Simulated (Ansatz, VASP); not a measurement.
## Al in VASP and in Ansatz

```
CELL_PARAMETERS angstrom
2.81246 0.00000 0.00000
-1.40623 2.43566 0.00000
0.00000 0.00000 4.86685
ATOMIC_POSITIONS crystal
Al 0.33333 0.66667 0.25000
Al 0.66667 0.33333 0.75000
```

Alike in both runs: task single point; functional HSE06; k mesh 6 × 6 × 4; occupations fermi-dirac, width 0.05 eV; no spin polarisation.

```csv
,VASP,Ansatz
version,VASP 6.6.1,Ansatz 0.2.0
potentials or method,"VASP PAW PBE potentials, release 64 (Al)",Ansatz PAW
plane-wave cutoff (eV),520,420
valence electrons in the cell,6,6
```

|  | VASP | Ansatz | Ansatz less VASP |
| --- | --- | --- | --- |
| gap on the k mesh at the Fermi level (eV) | none | none | - |
| pressure (GPa) | 0.1 | 0.0 | -0.08 |
| traceless stress, the component that is largest in VASP (GPa) | -1.87 | -1.92 | -0.048 |

A gap of «none» marks a metal or a gap that the smearing closes.

The k mesh is coarse, so the values compare programs but aren't converged.
